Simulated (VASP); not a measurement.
# Ti (P6_3/mmc) in VASP: further runs

The runs below take Ti through single point, with PBE.

Everything below comes from runs of VASP 6.6.1. Logs are shortened: lines on timing, memory, paths and dates and some standing lists are left out, and cuts for length are marked.

**1. The cell of the first run**

It takes space group P6_3/mmc (No. 194, hexagonal). The conventional cell has a = 2.950 Å, b = 2.950 Å, c = 4.499 Å, α = 90.00°, β = 90.00°, γ = 120.00°. Within 3.7 Å of Ti (site symmetry -6m2) lie 12 Ti at 2.82 to 2.95 Å.

**2. Single point, PBE (strain -0.0400 x Voigt [0, 0, 1, 0, 0, 0])**

Input file INCAR:

```
PREC = Accurate
ENCUT = 520
EDIFF = 1E-6
ISMEAR = 0
SIGMA = 0.15
LREAL = False
LASPH = True
NELM = 60
ALGO = Fast
ISIF = 2
LWAVE = False
LCHARG = False
GGA = PE
NBANDS = 19
```

Input file KPOINTS:

```
regular mesh
0
Gamma
  18 18 10
```

Input file POSCAR:

```
Ti
1.0
    2.9499978604      0.0000000000      0.0000000000
   -1.4749989302      2.5547730882      0.0000000000
    0.0000000000      0.0000000000      4.4985600000
Ti
2
Direct
    0.3333333333      0.6666666667      0.2500000000
    0.6666666667      0.3333333333      0.7500000000
```

Potentials or basis: VASP PAW PBE potentials, release 64 (Ti_sv).

On the command line:

```console
$ cat potpaw_PBE.64/Ti_sv/POTCAR > POTCAR
$ mpirun -np 1 vasp_std > vasp.out
```

OUTCAR:

```text
PREC = Accurate
   ENCUT = 520
   EDIFF = 1E-6
   ISMEAR = 0
   LREAL = False
   LASPH = True
   NELM = 60
   ISIF = 2
   GGA = PE

 ion  position               nearest neighbor table
   1  0.333  0.667  0.250-   2 2.82   2 2.82   2 2.82   2 2.82   2 2.82   2 2.82
   2  0.667  0.333  0.750-   1 2.82   1 2.82   1 2.82   1 2.82   1 2.82   1 2.82

  LATTYP: Found a hexagonal cell.
 ALAT       =     2.9499978604
 C/A-ratio  =     1.5249366992

  Lattice vectors:

 A1 = (   2.9499978604,   0.0000000000,   0.0000000000)
 A2 = (  -1.4749989302,   2.5547730882,   0.0000000000)
 A3 = (   0.0000000000,   0.0000000000,   4.4985600000)

Analysis of symmetry for initial positions (statically):
=====================================================================
 Subroutine PRICEL returns:
 Original cell was already a primitive cell.

 Routine SETGRP: Setting up the symmetry group for a
 hexagonal supercell.

 Subroutine GETGRP returns: Found 24 space group operations
 (whereof 12 operations were pure point group operations)
 out of a pool of 24 trial point group operations.

The static configuration has the point symmetry D_3d.
 The point group associated with its full space group is D_6h.

Analysis of symmetry for dynamics (positions and initial velocities):
=====================================================================
 Subroutine PRICEL returns:
 Original cell was already a primitive cell.

 Routine SETGRP: Setting up the symmetry group for a
 hexagonal supercell.

 Subroutine GETGRP returns: Found 24 space group operations
 (whereof 12 operations were pure point group operations)
 out of a pool of 24 trial point group operations.

The dynamic configuration has the point symmetry D_3d.
 The point group associated with its full space group is D_6h.

 Subroutine INISYM returns: Found 24 space group operations
 (whereof 12 operations are pure point group operations),
 and found     1 'primitive' translations

----------------------------------------------------------------------------------------

                                     Primitive cell

  volume of cell :      33.9037

  direct lattice vectors                    reciprocal lattice vectors
     2.949997860  0.000000000  0.000000000     0.338983297  0.195712098  0.000000000
    -1.474998930  2.554773088  0.000000000     0.000000000  0.391424195  0.000000000
     0.000000000  0.000000000  4.498560000     0.000000000  0.000000000  0.222293356

  length of vectors
     2.949997860  2.949997860  4.498560000     0.391424195  0.391424195  0.222293356

  position of ions in fractional coordinates (direct lattice)
     0.333333333  0.666666667  0.250000000
     0.666666667  0.333333333  0.750000000

  ion indices of the primitive-cell ions
   primitive index   ion index
                 1           1
                 2           2

----------------------------------------------------------------------------------------

 KPOINTS: regular mesh

Automatic generation of k-mesh.
 Grid dimensions read from file:
 generate k-points for:   18   18   10

 Generating k-lattice:

  Cartesian coordinates                     Fractional coordinates (reciprocal lattice)
     0.018832405  0.010872894  0.000000000     0.055555556  0.000000000  0.000000000
     0.000000000  0.021745789  0.000000000     0.000000000  0.055555556  0.000000000
     0.000000000  0.000000000  0.022229336     0.000000000  0.000000000  0.100000000

  Length of vectors
     0.021745789  0.021745789  0.022229336

  Shift w.r.t. Gamma in fractional coordinates (k-lattice)
     0.000000000  0.000000000  0.000000000

 Subroutine IBZKPT returns following result:
 ===========================================

 Found    222 irreducible k-points:

 Following reciprocal coordinates:
            Coordinates               Weight
  0.000000  0.000000  0.000000      1.000000
  0.055556  0.000000  0.000000      6.000000
  0.111111  0.000000  0.000000      6.000000
  0.166667  0.000000  0.000000      6.000000
  0.222222 -0.000000  0.000000      6.000000
  0.277778  0.000000  0.000000      6.000000
[... 16 lines left out ...]
  0.333333  0.111111  0.000000     12.000000
  0.388889  0.111111  0.000000     12.000000
 [... further k-points ...]
   k-points           NKPTS =    222   k-points in BZ     NKDIM =    222   number of bands    NBANDS=     19
   number of dos      NEDOS =    301   number of ions     NIONS =      2
   total plane-waves  NPLWV =  20736
   dimension x,y,z NGX =    24 NGY =   24 NGZ =   36
   dimension x,y,z NGXF=    48 NGYF=   48 NGZF=   72
   ions per type =               2
   NGX,Y,Z   is equivalent  to a cutoff of  13.53, 13.53, 13.30 a.u.
   NGXF,Y,Z  is equivalent  to a cutoff of  27.05, 27.05, 26.61 a.u.
 SYSTEM =  unknown system
   PREC   = accura    normal or accurate (medium, high low for compatibility)
   ISTART =      0    job   : 0-new  1-cont  2-samecut
   ICHARG =      2    charge: 1-file 2-atom 10-const
   ISPIN  =      1    spin polarized calculation?
   LNONCOLLINEAR =      F non collinear calculations
   LSORBIT =      F    spin-orbit coupling
   LASPH  =      T    aspherical Exc in radial PAW
   ENCUT  =  520.0 eV  38.22 Ry    6.18 a.u.   5.49  5.49  8.36*2*pi/ulx,y,z
   NELM   =     60;   NELMIN=  2; NELMDL= -5     # of ELM steps
   EDIFF  = 0.1E-05   stopping-criterion for ELM
   LREAL  =      F    real-space projection
   EDIFFG = 0.1E-04   stopping-criterion for IOM
   NSW    =      0    number of steps for IOM
   IBRION =     -1    ionic relax: 0-MD 1-quasi-New 2-CG
   NFREE  =      0    steps in history (QN), initial steepest desc. (CG)
   ISIF   =      2    stress and relaxation
   ISYM   =      2    0-nonsym 1-usesym 2-fastsym
   POTIM  = 0.5000    time-step for ionic-motion
   TEBEG  =    0.0;   TEEND  =   0.0 temperature during run
   PSTRESS=    0.0 pullay stress
   NELECT =      24.0000    total number of electrons
   NUPDOWN=      -1.0000    fix difference up-down
   EMIN   =  10.00;   EMAX   =-10.00  energy-range for DOS
   EFERMI =   0.00;   METHOD = LEGACY
   ISMEAR =     0;   SIGMA  =   0.15  broadening in eV -4-tet -1-fermi 0-gaus
   EFERMI_NEDOS =   21; number of points for ismear=-14 and -15
   IALGO  =     68    algorithm
   IMIX   =      4    mixing-type and parameters
     AMIX     =   0.40;   BMIX     =  1.00
     AMIX_MAG =   1.60;   BMIX_MAG =  1.00
  volume/ion in A,a.u.               =      16.95       114.40
  Fermi-wavevector in a.u.,A,eV,Ry     =   1.459025  2.757157 28.963455  2.128754
  Thomas-Fermi vector in A             =   2.575641
   LORBIT       =      0    0 simple, 1 ext, 2 COOP (PROOUT), +10 PAW based schemes
   GGA     = PE    functional components
   LHFCALC =     F    Hartree Fock is set to
   AEXX    =    0.0000 exact exchange contribution
   IVDW    =     0    specifies the selected vdW correction
   LEPSILON=     F    determine dielectric tensor
   LRPA    =     F    only Hartree local field effects (RPA)
 non-spin polarized calculation
 RMM-DIIS sequential band-by-band and
 Gauss-broadening in eV      SIGMA  =   0.15
  energy-cutoff  :      520.00
  volume of cell :       33.90
 maximum number of plane-waves:       941
 NGX is ok and might be reduce to    24
   NGX = 11   NGY = 11   NGZ = 17

 number of electron      23.9999992 magnetization

 Free energy of the ion-electron system (eV)
  ---------------------------------------------------
  ext. energy  EPLUGINS =         0.00000000
  ---------------------------------------------------
  free energy    TOTEN  =       -15.66494090 eV

  energy without entropy =      -15.64201587  energy(sigma->0) =      -15.65347839

 E-fermi :   8.6072     XC(G=0): -11.6110

 val. band max:        8.6039568809   @ k =   0.0556   0.0000   0.4000
 cond. band min:       8.6088880531   @ k =   0.2778   0.2778   0.4000
 fundamental gap:      0.0049311722
 Fermi energy:         8.6072446750

 k-point     1 :       0.0000    0.0000    0.0000
  band No.  band energies     occupation
      1     -48.2371      2.00000
      2     -48.0647      2.00000
      3     -24.8824      2.00000
      4     -24.1892      2.00000
      5     -24.1892      2.00000
      6     -24.0612      2.00000
[... 11 lines left out ...]
     18      10.0708      0.00000
     19      11.8282      0.00000

 k-point     2 :       0.0556    0.0000    0.0000
  band No.  band energies     occupation
      1     -48.2339      2.00000
      2     -48.0639      2.00000
      3     -24.8750      2.00000
      4     -24.2025      2.00000
      5     -24.1941      2.00000
      6     -24.0723      2.00000
[... 11 lines left out ...]
     18      10.0273      0.00000
     19      11.8592      0.00000

 k-point     3 :       0.1111    0.0000    0.0000
  band No.  band energies     occupation
      1     -48.2246      2.00000
      2     -48.0615      2.00000
      3     -24.8532      2.00000
      4     -24.2413      2.00000
      5     -24.2080      2.00000
      6     -24.1128      2.00000
[... 11 lines left out ...]
     18      10.1267      0.00000
     19      11.9381      0.00000

 k-point     4 :       0.1667    0.0000    0.0000
  band No.  band energies     occupation
      1     -48.2101      2.00000
      2     -48.0581      2.00000
      3     -24.8183      2.00000
      4     -24.3010      2.00000
      5     -24.2287      2.00000
      6     -24.1737      2.00000
[... 11 lines left out ...]
     18      10.3749      0.00000
     19      12.0374      0.00000

 k-point     5 :       0.2222   -0.0000    0.0000
  band No.  band energies     occupation
      1     -48.1916      2.00000
      2     -48.0545      2.00000
      3     -24.7725      2.00000
      4     -24.3751      2.00000
      5     -24.2532      2.00000
      6     -24.2464      2.00000
[... 11 lines left out ...]
     18      10.6961      0.00000
     19      12.1346      0.00000
[... 334 lines left out ...]
      2     -48.0512      2.00000
      3     -24.7011      2.00000
      4     -24.4498      2.00000
      5     -24.3792      2.00000
      6     -24.2581      2.00000
[... 11 lines left out ...]
     18      11.4162      0.00000
     19      12.1887      0.00000

 k-point    22 :       0.2778    0.1111    0.0000
  band No.  band energies     occupation
      1     -48.1439      2.00000
      2     -48.0506      2.00000
      3     -24.6446      2.00000
      4     -24.5211      2.00000
      5     -24.4198      2.00000
      6     -24.2992      2.00000
[... 11 lines left out ...]
     18      11.8733      0.00000
     19      12.2376      0.00000

 k-point    23 :       0.3333    0.1111    0.0000
  band No.  band energies     occupation
      1     -48.1254      2.00000
      2     -48.0521      2.00000
      3     -24.5893      2.00000
      4     -24.5796      2.00000
      5     -24.4516      2.00000
      6     -24.3331      2.00000
[... 11 lines left out ...]
     18      12.2721      0.00000
     19      12.3544      0.00000

 k-point    24 :       0.3889    0.1111    0.0000
  band No.  band energies     occupation
      1     -48.1115      2.00000
      2     -48.0549      2.00000
      3     -24.6177      2.00000
      4     -24.5445      2.00000
      5     -24.4721      2.00000
      6     -24.3551      2.00000
[... 11 lines left out ...]
     18      12.2922      0.00000
     19      12.8494      0.00000

 [... further k-points ...]
[... 5 lines left out ...]
  --------------------------------------------------------------------------------------
  -------------------------------------------------------------------------------------
  Total        0.2586175      0.2586175      1.1759201      0.0000000      0.0000000      0.0000000
  in kB       12.2213995     12.2213995     55.5700564      0.0000000      0.0000000      0.0000000
  external PRESSURE =      26.6709518 kB  Pullay stress =       0.0000000 kB

 VOLUME and BASIS-vectors are now :
 -----------------------------------------------------------------------------
  energy-cutoff  :      520.00
  volume of cell :       33.90
      direct lattice vectors                 reciprocal lattice vectors
     2.949997860  0.000000000  0.000000000     0.338983297  0.195712098  0.000000000
    -1.474998930  2.554773088  0.000000000     0.000000000  0.391424195  0.000000000
     0.000000000  0.000000000  4.498560000     0.000000000  0.000000000  0.222293356

 POSITION                                       TOTAL-FORCE (eV/Angst)
 -----------------------------------------------------------------------------------
     -0.00000      1.70318      1.12464         0.000000      0.000000      0.000000
      1.47500      0.85159      3.37392        -0.000000     -0.000000      0.000000
 -----------------------------------------------------------------------------------
    total drift:                               -0.000000      0.000000     -0.000000

  FREE ENERGIE OF THE ION-ELECTRON SYSTEM (eV)
  ---------------------------------------------------
  free  energy   TOTEN  =       -15.6649409032 eV

  energy  without entropy=      -15.6420158678  energy(sigma->0) =      -15.65347839
```

Run time: 5.2 min. Hardware: 1 thread of Intel Xeon Platinum 8488C (Sapphire Rapids), shared host; peak memory 0.24 GiB.

What came out:

* Free energy: -15.6649 eV
* Pressure: 2.7 GPa
* Band gap on the k mesh: zero (band 12 reaches 9.39 eV, above the bottom of band 13 at 8.29 eV)

Stress tensor (GPa, compression positive):
```
1.22 0.00 0.00
0.00 1.22 0.00
0.00 0.00 5.56
```

Levels at points of the mesh, in eV from the Fermi level:
```
           k point  band 10  band 11  band 12  band 13  band 14  band 15
(0.00, 0.00, 0.00)    -2.75     0.73     0.73     1.13     1.20     1.31
(0.50, 0.00, 0.00)    -2.27    -1.87    -0.75     0.29     0.79     1.36
(0.00, 0.00, 0.50)    -4.29     0.23     0.23     0.56     0.56     0.56
(0.50, 0.00, 0.50)    -2.61    -0.77    -0.77     1.36     1.36     1.65
```

Caveat: the cell differs from its parent crystal (strain -0.0400 x Voigt [0, 0, 1, 0, 0, 0]).

**3. Single point, PBE (strain -0.0300 x Voigt [0, 0, 1, 0, 0, 0])**

Input file INCAR:

```
SYSTEM = Ti
  PREC = Accurate
  ENCUT = 520
  EDIFF = 1E-6
  ISMEAR = 0
  SIGMA = 0.15
  LREAL = .FALSE.
  LASPH = .TRUE.
  NELM = 80
  ALGO = Fast
  ISIF = 2
  LWAVE = .FALSE.
  LCHARG = .TRUE.
  GGA = PE
  LELF = .TRUE.
  LVHAR = .TRUE.
  NBANDS = 19
```

Input file KPOINTS:

```
Automatic mesh
0
G
  18 18 10
  0 0 0
```

POSCAR, as its differences from that of step 2:

```diff
@@ -4,3 +4,3 @@
    -1.4749989302      2.5547730882      0.0000000000
-    0.0000000000      0.0000000000      4.4985600000
+    0.0000000000      0.0000000000      4.5454200000
 Ti
```

Potentials or basis: VASP PAW PBE potentials, release 64 (Ti_sv).

On the command line:

```console
$ cat potpaw_PBE.64/Ti_sv/POTCAR > POTCAR
$ mpirun -np 1 vasp_std > vasp.out
```

Run time: 6.4 min. Hardware: 1 thread of Intel Xeon Platinum 8488C (Sapphire Rapids), shared host; peak memory 0.24 GiB.

It converged, with:

```
Free energy            : -15.6753 eV
Pressure               : 1.5 GPa
Band gap on the k mesh : zero (band 12 reaches 9.29 eV, above the bottom of band 13 at 8.17 eV)
```

Stress tensor (GPa, compression positive):
```
0.45 0.00 0.00
0.00 0.45 0.00
0.00 0.00 3.54
```

Levels at points of the mesh, in eV from the Fermi level:
| k point | band 10 | band 11 | band 12 | band 13 | band 14 | band 15 |
| --- | --- | --- | --- | --- | --- | --- |
| (0.00, 0.00, 0.00) | -2.72 | 0.74 | 0.74 | 1.06 | 1.07 | 1.29 |
| (0.50, 0.00, 0.00) | -2.22 | -1.85 | -0.72 | 0.34 | 0.74 | 1.30 |
| (0.00, 0.00, 0.50) | -4.31 | 0.19 | 0.19 | 0.60 | 0.60 | 0.60 |
| (0.50, 0.00, 0.50) | -2.58 | -0.78 | -0.78 | 1.34 | 1.34 | 1.67 |

Caveat: the cell differs from its parent crystal (strain -0.0300 x Voigt [0, 0, 1, 0, 0, 0]).

**4. Single point, PBE (strain -0.0200 x Voigt [0, 0, 1, 0, 0, 0])**

Input file INCAR:

```
SYSTEM = Ti
ALGO = Fast ; EDIFF = 1E-7
ENCUT = 520 ; GGA = PE
ISIF = 2 ; ISMEAR = 0
LASPH = .TRUE. ; LCHARG = .FALSE.
LREAL = .FALSE. ; LWAVE = .FALSE.
NBANDS = 19 ; NELM = 100
PREC = Accurate ; SIGMA = 0.15
```

Input file KPOINTS:

```
k-points
0
G
  18 18 10
  0 0 0
```

POSCAR, as its differences from that of step 3:

```diff
@@ -4,3 +4,3 @@
    -1.4749989302      2.5547730882      0.0000000000
-    0.0000000000      0.0000000000      4.5454200000
+    0.0000000000      0.0000000000      4.5922800000
 Ti
```

On the command line:

```console
$ cat potpaw_PBE.64/Ti_sv/POTCAR > POTCAR
$ mpirun -np 1 vasp_std > vasp.out
```

Run time: 11 min. Hardware: 1 thread of Intel Xeon Platinum 8488C (Sapphire Rapids), shared host; peak memory 0.24 GiB.

Results (log left out):

```
Free energy            : -15.6812 eV
Pressure               : 0.2 GPa
Band gap on the k mesh : zero (band 12 reaches 9.13 eV, above the bottom of band 13 at 8.05 eV)
```

Stress tensor (GPa, compression positive):
```
-0.38  0.00  0.00
 0.00 -0.38  0.00
 0.00  0.00  1.48
```

Levels at points of the mesh, in eV from the Fermi level:
| k point | band 9 | band 10 | band 11 | band 12 | band 13 | band 14 | band 15 | band 16 |
| --- | --- | --- | --- | --- | --- | --- | --- | --- |
| (0.00, 0.00, 0.00) | -6.22 | -2.69 | 0.75 | 0.75 | 0.94 | 0.99 | 1.28 | 1.28 |
| (0.50, 0.00, 0.00) | -2.38 | -2.18 | -1.84 | -0.69 | 0.39 | 0.69 | 1.25 | 3.29 |
| (0.00, 0.00, 0.50) | -4.32 | -4.32 | 0.15 | 0.15 | 0.63 | 0.63 | 0.63 | 0.63 |
| (0.50, 0.00, 0.50) | -2.55 | -2.55 | -0.79 | -0.79 | 1.32 | 1.32 | 1.68 | 1.68 |

Caveat: the cell differs from its parent crystal (strain -0.0200 x Voigt [0, 0, 1, 0, 0, 0]).

[end of part 1 of 2]
